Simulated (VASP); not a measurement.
Set up this calculation in VASP 6.6.1, as the native input.

```
Task                   : single point
Functional             : PBE
Potentials or basis    : VASP PAW PBE potentials, release 64 (Cd, Te)
Cutoff                 : 520 eV
k mesh                 : 6 × 6 × 6
Occupations            : fermi-dirac, width 0.02 eV
Spin                   : no spin polarisation
Dipole correction      : no
Further INCAR settings : ALGO = Normal; EDIFF = 1e-07; NBANDS = 16
```

The structure of CdTe lies in POSCAR:

```
CdTe
1.0
    0.0000000000      3.3455542185      3.1872243277
    3.3455542185      0.0000000000      3.1872243277
    3.3455542185      3.3455542185      0.0000000000
Cd Te
1 1
Direct
    0.0000000000      0.0000000000      0.0000000000
    0.2500000000      0.2500000000      0.2500000000
```

This cell differs from its parent crystal: epitaxial xy strain +2.0%.

These files were run (other wordings do the same):

INCAR

```
PREC = Accurate
ENCUT = 520
EDIFF = 1E-7
ISMEAR = -1
SIGMA = 0.02
LREAL = F
LASPH = T
NELM = 100
ALGO = Normal
ISIF = 2
LWAVE = F
LCHARG = T
GGA = PE
LELF = T
LVHAR = T
NBANDS = 16
```

KPOINTS

```
regular mesh
0
Gamma
  6 6 6
```

Potentials or basis: VASP PAW PBE potentials, release 64 (Cd, Te).

Run with:

```bash
$ cat potpaw_PBE.64/Cd/POTCAR potpaw_PBE.64/Te/POTCAR > POTCAR
$ mpirun -np 1 vasp_std > vasp.out
```

It gave:

The pressure is 0.7 GPa. The band gap on the k mesh is 0.53 eV, direct.

Caveat: the cell differs from its parent crystal (epitaxial xy strain +2.0%); spin-orbit coupling is left out, which moves the levels of the heavy elements.

Wall time 88 s on 1 thread of AMD EPYC 7R13, on a shared host, peak memory 0.19 GiB.
